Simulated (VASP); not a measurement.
# Au in VASP: notebook, part 2 of 2

VASP 6.6.1. The steps go on from the part before.

## Step 4: Single point, PBEsol

INCAR

```
SYSTEM = Au
PREC = Accurate
ENCUT = 500
EDIFF = 1E-6
ISMEAR = 0
SIGMA = 0.1
LREAL = .FALSE.
LASPH = .TRUE.
NELM = 120
ALGO = Normal
ISIF = 2
LWAVE = .FALSE.
LCHARG = .FALSE.
GGA = PS
NBANDS = 12
ISYM = 0
GGA_COMPAT = .FALSE.
```

KPOINTS

```
Automatic mesh
0
G
  12 12 14
  0 0 0
```

POSCAR

```
Au
1.0
    2.8270069233      0.0000000000      0.0000000000
   -1.4135034616      2.4482598122      0.0000000000
    1.4135034616      0.8160866041      2.4187280048
Au
1
Direct
    0.0000000000      0.0000000000      0.0000000000
```

Potentials or basis: VASP PAW PBE potentials, release 64 (Au).

Launch:

```bash
$ cat potpaw_PBE.64/Au/POTCAR > POTCAR
$ mpirun -np 1 vasp_std > vasp.out
```

OUTCAR:

```text
SYSTEM = Au
   PREC = Accurate
   ENCUT = 500
   EDIFF = 1E-6
   ISMEAR = 0
   LREAL = .FALSE.
   LASPH = .TRUE.
   NELM = 120
   ISIF = 2
   GGA = PS
   ISYM = 0

 ion  position               nearest neighbor table
   1  0.000  0.000  0.000-

IMPORTANT INFORMATION: All symmetrisations will be switched off!
NOSYMM: (Re-)initialisation of all symmetry stuff for point group C_1.

----------------------------------------------------------------------------------------

                                     Primitive cell

  volume of cell :      16.7406

  direct lattice vectors                    reciprocal lattice vectors
     2.827006923  0.000000000  0.000000000     0.353731005  0.204226691 -0.275626968
    -1.413503462  2.448259812  0.000000000     0.000000000  0.408453382 -0.137813484
     1.413503462  0.816086604  2.418728005     0.000000000  0.000000000  0.413440452

  length of vectors
     2.827006923  2.827006923  2.917916130     0.492751855  0.431076236  0.413440452

  position of ions in fractional coordinates (direct lattice)
     0.000000000  0.000000000  0.000000000

  ion indices of the primitive-cell ions
   primitive index   ion index
                 1           1

----------------------------------------------------------------------------------------

 KPOINTS: Automatic mesh

Automatic generation of k-mesh.
 Grid dimensions read from file:
 generate k-points for:   12   12   14

 Generating k-lattice:

  Cartesian coordinates                     Fractional coordinates (reciprocal lattice)
     0.029477584  0.017018891 -0.022968914     0.083333333  0.000000000  0.000000000
     0.000000000  0.034037782 -0.011484457     0.000000000  0.083333333 -0.000000000
     0.000000000  0.000000000  0.029531461     0.000000000  0.000000000  0.071428571

  Length of vectors
     0.041062655  0.035923020  0.029531461

  Shift w.r.t. Gamma in fractional coordinates (k-lattice)
     0.000000000  0.000000000  0.000000000

 -----------------------------------------------------------------------------
|                                                                             |
|           W    W    AA    RRRRR   N    N  II  N    N   GGGG   !!!           |
|           W    W   A  A   R    R  NN   N  II  NN   N  G    G  !!!           |
|           W    W  A    A  R    R  N N  N  II  N N  N  G       !!!           |
|           W WW W  AAAAAA  RRRRR   N  N N  II  N  N N  G  GGG   !            |
|           WW  WW  A    A  R   R   N   NN  II  N   NN  G    G                |
|           W    W  A    A  R    R  N    N  II  N    N   GGGG   !!!           |
|                                                                             |
|     Your reciprocal lattice and k-lattice belong to different lattice       |
|     classes:                                                                |
|                                                                             |
|        The reciprocal lattice is rhombohedral (trigonal),                   |
|        whereas your k-lattice is base-centered monoclinic.                  |
|                                                                             |
|     Results are often still useful ...                                      |
|                                                                             |
 -----------------------------------------------------------------------------

 WARNING: IBZKPT: internal override: KBLOWUP is changed to .FALSE.
      ... skipping the blow-up phase ...

 Subroutine IBZKPT returns following result:
 ===========================================

 Found   1012 irreducible k-points:
[... 35 lines left out ...]
   NGXF,Y,Z  is equivalent  to a cutoff of  28.23, 28.23, 27.35 a.u.
 SYSTEM =  Au
   PREC   = accura    normal or accurate (medium, high low for compatibility)
   ISTART =      0    job   : 0-new  1-cont  2-samecut
   ICHARG =      2    charge: 1-file 2-atom 10-const
   ISPIN  =      1    spin polarized calculation?
   LNONCOLLINEAR =      F non collinear calculations
   LSORBIT =      F    spin-orbit coupling
   LASPH  =      T    aspherical Exc in radial PAW
   ENCUT  =  500.0 eV  36.75 Ry    6.06 a.u.   5.15  5.15  5.32*2*pi/ulx,y,z
   NELM   =    120;   NELMIN=  2; NELMDL= -5     # of ELM steps
   EDIFF  = 0.1E-05   stopping-criterion for ELM
   LREAL  =      F    real-space projection
   EDIFFG = 0.1E-04   stopping-criterion for IOM
   NSW    =      0    number of steps for IOM
   IBRION =     -1    ionic relax: 0-MD 1-quasi-New 2-CG
   NFREE  =      0    steps in history (QN), initial steepest desc. (CG)
   ISIF   =      2    stress and relaxation
   ISYM   =      0    0-nonsym 1-usesym 2-fastsym
   POTIM  = 0.5000    time-step for ionic-motion
   TEBEG  =    0.0;   TEEND  =   0.0 temperature during run
   PSTRESS=    0.0 pullay stress
   NELECT =      11.0000    total number of electrons
   NUPDOWN=      -1.0000    fix difference up-down
   EMIN   =  10.00;   EMAX   =-10.00  energy-range for DOS
   EFERMI =   0.00;   METHOD = LEGACY
   ISMEAR =     0;   SIGMA  =   0.10  broadening in eV -4-tet -1-fermi 0-gaus
   EFERMI_NEDOS =   21; number of points for ismear=-14 and -15
   IALGO  =     38    algorithm
   IMIX   =      4    mixing-type and parameters
     AMIX     =   0.40;   BMIX     =  1.00
     AMIX_MAG =   1.60;   BMIX_MAG =  1.00
  volume/ion in A,a.u.               =      16.74       112.97
  Fermi-wavevector in a.u.,A,eV,Ry     =   1.423252  2.689557 27.560606  2.025647
  Thomas-Fermi vector in A             =   2.543870
   LORBIT       =      0    0 simple, 1 ext, 2 COOP (PROOUT), +10 PAW based schemes
   GGA     = PS    functional components
   LHFCALC =     F    Hartree Fock is set to
   AEXX    =    0.0000 exact exchange contribution
   IVDW    =     0    specifies the selected vdW correction
   LEPSILON=     F    determine dielectric tensor
   LRPA    =     F    only Hartree local field effects (RPA)
 non-spin polarized calculation
 Gauss-broadening in eV      SIGMA  =   0.10
  energy-cutoff  :      500.00
  volume of cell :       16.74
 maximum number of plane-waves:       436
 NGX is ok and might be reduce to    24
   NGX = 11   NGY = 11   NGZ = 11

 number of electron      11.0000000 magnetization

 Free energy of the ion-electron system (eV)
  ---------------------------------------------------
  ext. energy  EPLUGINS =         0.00000000
  ---------------------------------------------------
  free energy    TOTEN  =        -3.90958900 eV

  energy without entropy =       -3.90707279  energy(sigma->0) =       -3.90833090

 E-fermi :   9.6155     XC(G=0): -12.9899

 val. band max:        9.6146414796   @ k =  -0.1667   0.0833   0.3571
 cond. band min:       9.6312342505   @ k =   0.5000  -0.3333   0.0714
 fundamental gap:      0.0165927709
 Fermi energy:         9.6154545731

 k-point     1 :       0.0000    0.0000    0.0000
  band No.  band energies     occupation
      1      -0.5369      2.00000
      2       4.5078      2.00000
      3       4.9055      2.00000
      4       4.9063      2.00000
      5       6.4050      2.00000
      6       6.4057      2.00000
      7      23.9600      0.00000
      8      27.2266      0.00000
      9      28.6861      0.00000
     10      28.6875      0.00000
     11      33.0287      0.00000
     12      37.0924      0.00000
[... 331 lines left out ...]
 k-point    24 :       0.3333    0.1667   -0.0000
  band No.  band energies     occupation
      1       2.8400      2.00000
      2       3.1854      2.00000
      3       6.0387      2.00000
      4       6.7092      2.00000
      5       7.7423      2.00000
      6      10.7604      0.00000
      7      16.4416      0.00000
      8      19.5611      0.00000
      9      20.9212      0.00000
     10      27.0692      0.00000
     11      31.7742      0.00000
     12      36.1256      0.00000

 [... further k-points ...]

------------------------ aborting loop because EDIFF is reached ----------------------------------------

  FORCE on cell =-STRESS in cart. coord.  units (eV):
  Direction    XX          YY          ZZ          XY          YZ          ZX
  --------------------------------------------------------------------------------------
  -------------------------------------------------------------------------------------
  Total        0.4607292      0.4502333      0.0223628      0.0090911      0.0112084      0.0194132
  in kB       44.0945511     43.0900292      2.1402548      0.8700714      1.0727147      1.8579627
  external PRESSURE =      29.7749450 kB  Pullay stress =       0.0000000 kB

 VOLUME and BASIS-vectors are now :
 -----------------------------------------------------------------------------
  energy-cutoff  :      500.00
  volume of cell :       16.74
      direct lattice vectors                 reciprocal lattice vectors
     2.827006923  0.000000000  0.000000000     0.353731005  0.204226691 -0.275626968
    -1.413503462  2.448259812  0.000000000     0.000000000  0.408453382 -0.137813484
     1.413503462  0.816086604  2.418728005     0.000000000  0.000000000  0.413440452

 POSITION                                       TOTAL-FORCE (eV/Angst)
 -----------------------------------------------------------------------------------
      0.00000      0.00000      0.00000         0.000000     -0.000000      0.000000
 -----------------------------------------------------------------------------------
    total drift:                                0.000000     -0.000000      0.000000

  FREE ENERGIE OF THE ION-ELECTRON SYSTEM (eV)
  ---------------------------------------------------
  free  energy   TOTEN  =        -3.9095890045 eV

  energy  without entropy=       -3.9070727936  energy(sigma->0) =       -3.90833090
```

OSZICAR:

```text
N       E                     dE             d eps       ncg     rms          rms(c)
DAV:   1     0.473171094711E+02    0.47317E+02   -0.54417E+03 25392   0.789E+02
DAV:   2    -0.357971447859E+01   -0.50897E+02   -0.48222E+02 28604   0.184E+02
DAV:   3    -0.425085458843E+01   -0.67114E+00   -0.67022E+00 29296   0.203E+01
DAV:   4    -0.425304493669E+01   -0.21903E-02   -0.21902E-02 29240   0.134E+00
DAV:   5    -0.425306039259E+01   -0.15456E-04   -0.15455E-04 29856   0.107E-01    0.102E+01
DAV:   6    -0.393748683463E+01    0.31557E+00   -0.83071E-01 26272   0.735E+00    0.624E+00
DAV:   7    -0.391272180334E+01    0.24765E-01   -0.81323E-02 29040   0.228E+00    0.291E+00
DAV:   8    -0.390960405701E+01    0.31177E-02   -0.22265E-03 27328   0.441E-01    0.321E-01
DAV:   9    -0.390958603252E+01    0.18024E-04   -0.12489E-05 29148   0.326E-02    0.113E-02
DAV:  10    -0.390958896570E+01   -0.29332E-05   -0.11984E-06 28856   0.840E-03    0.903E-04
DAV:  11    -0.390958900447E+01   -0.38775E-07   -0.62197E-08 15612   0.209E-03
   1 F= -.39095890E+01 E0= -.39083309E+01  d E =-.251621E-02
```

stdout:

```text
POSCAR found type information on POSCAR Au
 POSCAR found :  1 types and       1 ions
 scaLAPACK will be used
 -----------------------------------------------------------------------------
|                                                                             |
|                                                                             |
[... 21 lines left out ...]
|     Results are often still useful ...                                      |
|                                                                             |
 -----------------------------------------------------------------------------

 POSCAR, INCAR and KPOINTS ok, starting setup
 FFT: planning ... GRIDC
 FFT: planning ... GRID_SOFT
 FFT: planning ... GRID
 WAVECAR not read
 entering main loop
```

Run time: 2.6 min. Hardware: 1 thread of Intel Xeon 8259CL, shared host; peak memory 0.3 GiB.

What came out:

```
Free energy            : -3.9096 eV
Pressure               : 3.0 GPa
Band gap on the k mesh : zero (an odd number of electrons rules out a gap without spin polarisation)
```

Levels at points of the mesh, in eV from the Fermi level:
```tsv
k point	band 3	band 4	band 5	band 6	band 7	band 8	band 9	band 10
(0.00, 0.00, 0.00)	-4.71	-4.71	-3.21	-3.21	14.34	17.61	19.07	19.07
(0.50, 0.00, 0.00)	-2.08	-1.68	-1.63	0.88	5.88	9.43	10.54	17.25
(0.00, 0.50, 0.00)	-4.60	-2.14	-1.83	-1.02	3.34	13.73	16.64	17.33
(0.50, 0.50, 0.00)	-4.60	-2.14	-1.83	-1.02	3.34	13.73	16.64	17.33
(0.00, 0.00, 0.50)	-4.83	-2.07	-2.07	-1.47	2.50	14.24	17.93	17.94
(0.50, 0.00, 0.50)	-4.60	-2.14	-1.83	-1.02	3.34	13.73	16.64	17.33
(0.00, 0.50, 0.50)	-2.08	-1.68	-1.63	0.88	5.88	9.43	10.54	17.25
(0.50, 0.50, 0.50)	-2.08	-1.68	-1.63	0.88	5.88	9.43	10.54	17.25
```

Caveat: the PAW data sets were made with another functional, which shifts forces and pressure a little; spin-orbit coupling is left out, which moves the levels of the heavy elements.
